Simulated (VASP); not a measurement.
# ZrB in VASP: settings compared, part 2 of 2

VASP 6.6.1.

### 5 Relaxation of cell and atoms, RPBE

This run uses another cell than the first one, of 15.63 Å³/atom, 0.894 times its volume.

INCAR reads:

```
SYSTEM = ZrB
PREC = Accurate
ENCUT = 600
EDIFF = 1E-6
ISMEAR = -1
SIGMA = 0.05
LREAL = .False.
LASPH = .True.
NELM = 100
ALGO = Normal
ISIF = 3
LWAVE = .False.
LCHARG = .False.
GGA = RP
IBRION = 2
NSW = 60
EDIFFG = -0.01
```

KPOINTS reads:

```
Automatic mesh
0
Gamma
  10 10 7
  0 0 0
```

POSCAR reads:

```
ZrB
1.0
    1.9614334600     -1.9857162700      0.0000000000
    1.9614334600      1.9857162700      0.0000000000
    0.0000000000      0.0000000000      4.0139456300
Zr B
1 1
Direct
    0.0000000000      0.0000000000      0.5000000000
    0.5000000000      0.5000000000      0.5000000000
```

Command:

```
$ cat potpaw_PBE.64/Zr_sv/POTCAR potpaw_PBE.64/B/POTCAR > POTCAR
$ mpirun -np 1 vasp_std > vasp.out
```

Run time: 23 min. Hardware: 1 thread of AMD EPYC 7R13, shared host; peak memory 0.18 GiB.

Results (log left out):

```
Free energy                            : -13.1323 eV
Relaxed volume                         : 17.60 Å³/atom
Relaxed cell                           : a = 3.425 Å, b = 3.425 Å, c = 3.002 Å, α = 90.00°, β = 90.00°, γ = 90.02°
Space group after relaxing (to 0.05 Å) : P4/mmm (No. 123)
Energy gained by relaxing              : 2040.7 meV/atom
Ionic steps                            : 28
Pressure after relaxing                : 0.0 GPa
```

The path:
| step | energy change (eV) | largest force (eV/Å) | pressure (GPa) | volume (Å³) |
| --- | --- | --- | --- | --- |
| 1 | 0.0000 | 0.0000 | 79.02 | 31.27 |
| 2 | -0.1837 | 0.0000 | -16.68 | 76.12 |
| 3 | -3.6367 | 0.0000 | -5.63 | 47.54 |
| 4 | -3.6774 | 0.0000 | -2.94 | 46.15 |
| 5 | -3.6856 | 0.0000 | -0.86 | 45.21 |
| 6 | -3.6848 | 0.0000 | -1.56 | 45.51 |
| 7 | -3.7004 | 0.0000 | -1.47 | 44.77 |
| 8 | -3.7613 | 0.0000 | -0.99 | 42.51 |
| 9 | -3.9455 | 0.0000 | 0.49 | 37.96 |
| 10 | -3.3133 | 0.0000 | 20.20 | 28.67 |
| 11 | -4.0008 | 0.0000 | 1.47 | 36.46 |
| 12 | -4.0137 | 0.0000 | 4.52 | 33.82 |
| 13 | -4.0259 | 0.0000 | 2.74 | 35.13 |
| 14 | -4.0322 | 0.0000 | 2.66 | 34.98 |
| 15 | -4.0429 | 0.0000 | 2.52 | 34.52 |
| 16 | -4.0433 | 0.0000 | 2.52 | 34.37 |
| 17 | -4.0502 | 0.0000 | 2.15 | 34.48 |
| 18 | -4.0663 | 0.0000 | 1.10 | 34.82 |
| 19 | -4.0800 | 0.0000 | -0.77 | 35.48 |
| 20 | -4.0801 | 0.0000 | -0.86 | 35.53 |
| 21 | -4.0807 | 0.0000 | -0.60 | 35.44 |
| 22 | -4.0812 | 0.0000 | -0.01 | 35.26 |
| 23 | -4.0812 | 0.0000 | -0.03 | 35.27 |
| 24 | -4.0812 | 0.0000 | -0.04 | 35.27 |
| 25 | -4.0813 | 0.0000 | -0.07 | 35.26 |
| 26 | -4.0813 | 0.0000 | -0.07 | 35.23 |
| 27 | -4.0813 | 0.0000 | -0.08 | 35.23 |
| 28 | -4.0813 | 0.0000 | -0.02 | 35.20 |

Final structure:
```
CELL_PARAMETERS angstrom
2.42106 -2.42201 0.00000
2.42106 2.42201 0.00000
0.00000 0.00000 3.00155
ATOMIC_POSITIONS crystal
Zr 0.00000 0.00000 0.50000
B 0.50000 0.50000 0.50000
```

Levels at points of the mesh, in eV from the Fermi level:
| k point | band 6 | band 7 | band 8 | band 9 | band 10 | band 11 |
| --- | --- | --- | --- | --- | --- | --- |
| (0.00, 0.00, 0.00) | -1.24 | -0.55 | 2.14 | 2.14 | 3.28 | 4.45 |
| (0.50, 0.00, 0.00) | -3.75 | -1.41 | -0.81 | 2.17 | 4.87 | 5.02 |
| (0.50, 0.50, 0.00) | -0.59 | -0.59 | -0.51 | 3.74 | 3.74 | 5.20 |

Caveat: the PAW data sets were made with another functional, which shifts forces and pressure a little.

### 6 Single point, HSE06, non-collinear spin, zero start, spin-orbit coupling

This run uses another cell than the first one, of 15.63 Å³/atom, 0.894 times its volume.

POSCAR is that of step 5.

INCAR.step1 reads:

```
SYSTEM = ZrB
PREC = Accurate
ENCUT = 420
EDIFF = 1E-5
ISMEAR = -1
SIGMA = 0.05
LREAL = .False.
LASPH = .True.
NELM = 200
ALGO = Normal
ISIF = 2
LWAVE = .True.
LCHARG = .False.
LNONCOLLINEAR = .True.
MAGMOM = 0 0 0 0 0 0
LORBIT = 11
LSORBIT = .True.
GGA_COMPAT = .False.
LORBMOM = .True.
LMAXMIX = 4
GGA = PE
NBANDS = 27
```

INCAR.step2 reads:

```
SYSTEM = ZrB
PREC = Accurate
ENCUT = 420
EDIFF = 1E-6
ISMEAR = -1
SIGMA = 0.05
LREAL = .False.
LASPH = .True.
NELM = 200
ALGO = Normal
ISIF = 2
LWAVE = .False.
LCHARG = .False.
LNONCOLLINEAR = .True.
MAGMOM = 0 0 0 0 0 0
LORBIT = 11
LSORBIT = .True.
GGA_COMPAT = .False.
LORBMOM = .True.
LMAXMIX = 4
GGA = PE
LHFCALC = .True.
HFSCREEN = 0.2079
PRECFOCK = Normal
ISTART = 1
NBANDS = 27
```

KPOINTS reads:

```
Automatic mesh
0
Gamma
  4 4 3
  0 0 0
```

Potentials or basis: VASP PAW PBE potentials, release 64 (Zr_sv, B).

Command:

```
$ cat potpaw_PBE.64/Zr_sv/POTCAR potpaw_PBE.64/B/POTCAR > POTCAR
$ cp INCAR.step1 INCAR
$ mpirun -np 1 vasp_ncl > vasp.out
$ cp INCAR.step2 INCAR
$ mpirun -np 1 vasp_ncl > vasp.out
```

Run time: 8.9 min. Hardware: 1 thread of Intel Xeon Platinum 8488C (Sapphire Rapids), shared host; peak memory 0.3 GiB.

The run converged. Its results:

```yaml
Free_energy: -11.8367 eV
Pressure: 78.4 GPa
Net_moment: 0.00 μB per cell
Valence_electrons_inside_the_program's_atomic_spheres: Zr 10.87; B 2.27
```

Stress tensor (GPa, compression positive):
```
108.02   0.00   0.00
  0.00 126.61   0.00
  0.00   0.00   0.58
```

Moments on the atoms (μB; x, y, z):
```
Zr  0.00 0.00 0.00
B   0.00 0.00 0.00
```

Caveat: the k points lie up to 0.56 Å⁻¹ apart; the PAW data sets were made with another functional, which shifts forces and pressure a little.

### 7 Single point, PBE, non-collinear spin, zero start, spin-orbit coupling

This run uses another cell than the first one, of 15.63 Å³/atom, 0.894 times its volume.

INCAR reads:

```
PREC     = Accurate       # precision mode
ENCUT    = 500            # plane-wave cutoff, eV
EDIFF    = 1E-6           # SCF threshold, eV
ISMEAR   = -1             # smearing method
SIGMA    = 0.05           # smearing width, eV
LREAL    = F              # projectors in reciprocal space
LASPH    = T              # aspherical terms in the spheres
NELM     = 200            # most SCF steps
ALGO     = Normal         # electronic algorithm
ISIF     = 2              # what is computed and relaxed
LWAVE    = F              # write WAVECAR
LCHARG   = F              # write CHGCAR
MAGMOM   = 0 0 0 0 0 0    # initial moments
LORBIT   = 11             # projections on sites
LSORBIT  = T              # spin-orbit coupling
GGA_COMPAT= F            
LORBMOM  = T            
LMAXMIX  = 4              # l up to which the mixer works
GGA      = PE             # functional
NBANDS   = 27             # bands
```

KPOINTS reads:

```
Automatic mesh
0
Gamma
  7 7 5
```

POSCAR is that of step 6.

Potentials or basis: VASP PAW PBE potentials, release 64 (Zr_sv, B).

Command:

```
$ cat potpaw_PBE.64/Zr_sv/POTCAR potpaw_PBE.64/B/POTCAR > POTCAR
$ mpirun -np 1 vasp_ncl > vasp.out
```

OUTCAR:

```text
PREC = Accurate
   ENCUT = 500
   EDIFF = 1E-6
   ISMEAR = -1
   LREAL = F
   LASPH = T
   NELM = 200
   ISIF = 2
   LORBIT = 11
   LSORBIT = T
   GGA = PE

 ion  position               nearest neighbor table
   1  0.000  0.000  0.500-   2 1.96   2 1.96   2 1.99   2 1.99
   2  0.500  0.500  0.500-   1 1.96   1 1.96   1 1.99   1 1.99

  LATTYP: Found a base centered orthorhombic cell.
 ALAT       =     3.9228669200
 B/A-ratio  =     1.0123801345
 C/A-ratio  =     1.0232173846

  Lattice vectors:

[... 1015 lines left out ...]
     0.0000000     0.0000000     0.0000000     0.0000000     0.0000000
     0.0000000     0.0000000     0.0000000     0.0000000     0.0000000
 l=   3
     0.0000000     0.0000000     0.0000000     0.0000000     0.0000000     0.0000000     0.0000000
     0.0000000     0.0000000     0.0000000     0.0000000     0.0000000     0.0000000     0.0000000
     0.0000000     0.0000000     0.0000000     0.0000000     0.0000000     0.0000000     0.0000000
     0.0000000     0.0000000     0.0000000     0.0000000     0.0000000     0.0000000     0.0000000
     0.0000000     0.0000000     0.0000000     0.0000000     0.0000000     0.0000000     0.0000000
     0.0000000     0.0000000     0.0000000     0.0000000     0.0000000     0.0000000     0.0000000
     0.0000000     0.0000000     0.0000000     0.0000000     0.0000000     0.0000000     0.0000000

 total charge

# of ion       s       p       d       tot
------------------------------------------
    1        2.298   6.021   2.550  10.870
    2        0.902   1.336   0.000   2.238
--------------------------------------------------
tot          3.201   7.357   2.550  13.108

 magnetization (x)

# of ion       s       p       d       tot
------------------------------------------
    1        0.000   0.000   0.000   0.000
    2        0.000   0.000   0.000   0.000
--------------------------------------------------
tot          0.000   0.000   0.000   0.000

 magnetization (y)

# of ion       s       p       d       tot
------------------------------------------
    1        0.000   0.000   0.000   0.000
    2        0.000   0.000   0.000   0.000
--------------------------------------------------
tot          0.000   0.000   0.000   0.000

 magnetization (z)

# of ion       s       p       d       tot
------------------------------------------
    1        0.000   0.000   0.000   0.000
    2        0.000  -0.000   0.000   0.000
--------------------------------------------------
tot          0.000   0.000   0.000   0.000
```

Run time: 75 s. Hardware: 1 thread of Intel Xeon 6975P-C, shared host; peak memory 0.22 GiB.

What came out:

| Quantity | Value |
| --- | --- |
| Free energy | -9.9253 eV |
| Pressure | 76.4 GPa |
| Net moment | 0.00 μB per cell |
| Valence electrons inside the program's atomic spheres | Zr 10.87; B 2.24 |

Stress tensor (GPa, compression positive):
```
116.42   0.00   0.00
  0.00 113.08   0.00
  0.00   0.00  -0.37
```

Moments on the atoms (μB; x, y, z):
```
Zr  0.00 0.00 0.00
B   0.00 0.00 0.00
```

### 8 The runs side by side

| task | level | spin | cell | k mesh | cutoff (eV) | grid for exact exchange (PRECFOCK) | screening parameter | gap on the mesh (eV) | pressure (GPa) | moment (μB) |
| --- | --- | --- | --- | --- | --- | --- | --- | --- | --- | --- |
| single point | revPBE | off | a = 3.419, b = 3.419, c = 2.991 Å, 2 atoms | 10 × 10 × 7 | 520 | - | - | none | 0.0 | - |
| single point | BLYP | off | a = 3.443, b = 3.443, c = 3.068 Å, 2 atoms | 10 × 10 × 7 | 520 | - | - | none | 0.2 | - |
| single point | r2SCAN | off | a = 2.791, b = 2.791, c = 4.014 Å, angles 90.0, 90.0, 90.7°, 2 atoms | 10 × 10 × 7 | 520 | - | - | none | 77.5 | - |
| relaxation of cell and atoms | RPBE | off | relaxed from a = 2.791, b = 2.791, c = 4.014 Å, angles 90.0, 90.0, 90.7°, 2 atoms | 10 × 10 × 7 | 600 | - | - | none | 0.0 | - |
| single point | HSE06 | non-collinear, zero start, SOC | a = 2.791, b = 2.791, c = 4.014 Å, angles 90.0, 90.0, 90.7°, 2 atoms | 4 × 4 × 3 | 420 | Normal | 0.2079 1/Å | - | 78.4 | 0.00 |
| single point | PBE | non-collinear, zero start, SOC | a = 2.791, b = 2.791, c = 4.014 Å, angles 90.0, 90.0, 90.7°, 2 atoms | 7 × 7 × 5 | 500 | - | - | - | 76.4 | 0.00 |

Alike in all rows: potentials or basis VASP PAW PBE potentials, release 64 (Zr_sv, B); smearing fermi-dirac 0.05 eV.

Caveats: some runs use coarse meshes; the PAW data sets were made with another functional, which shifts forces and pressure a little (some runs).

Total energies depend on the potentials used, so only differences within one code and one set of settings carry meaning.
